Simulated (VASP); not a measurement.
# Fe: single point with PBE

Crystal: Fe.

```xyz
1
Lattice="-1.4156 1.4156 1.4156 1.4156 -1.4156 1.4156 1.4156 1.4156 -1.4156" Properties=species:S:1:pos:R:3 pbc="T T T"
Fe    0.0000    0.0000    0.0000
```

```
Program                : VASP 6.6.1
Task                   : single point
Functional             : PBE
Potentials or basis    : VASP PAW PBE potentials, release 64 (Fe)
Cutoff                 : 520 eV
k mesh                 : 22 × 22 × 22
Occupations            : gaussian, width 0.05 eV
Spin                   : no spin polarisation
Dipole correction      : no
Further INCAR settings : ALGO = Normal; EDIFF = 1e-06; NBANDS = 10
```

```json
{"Pressure": "-18.0 GPa", "Band gap on the k mesh": "zero (bands 4 and 5 overlap by 1.87 eV)"}
```

Levels at points of the mesh, in eV from the Fermi level:
| k point | band 1 | band 2 | band 3 | band 4 | band 5 | band 6 | band 7 | band 8 |
| --- | --- | --- | --- | --- | --- | --- | --- | --- |
| (0.00, 0.00, 0.00) | -8.43 | -1.61 | -1.61 | -1.61 | -0.04 | -0.04 | 24.87 | 24.87 |
| (0.50, 0.00, 0.00) | -4.44 | -2.76 | -0.07 | 0.17 | 0.50 | 1.19 | 7.82 | 18.33 |
| (0.50, 0.50, 0.50) | -4.15 | -4.15 | 0.91 | 0.91 | 0.91 | 10.00 | 10.00 | 10.00 |

Run time: 23 s on 1 thread of Intel(R) Xeon(R) Platinum 8259CL CPU @ 2.50GHz (Skylake/Cascade Lake), with other jobs on the host, peak memory 0.15 GiB.

Caveat: the cell stands under tension; the run has no spin polarisation, though such a crystal can be magnetic. Spin polarisation is off, so any magnetic state and its effect on volume and gap are missing.
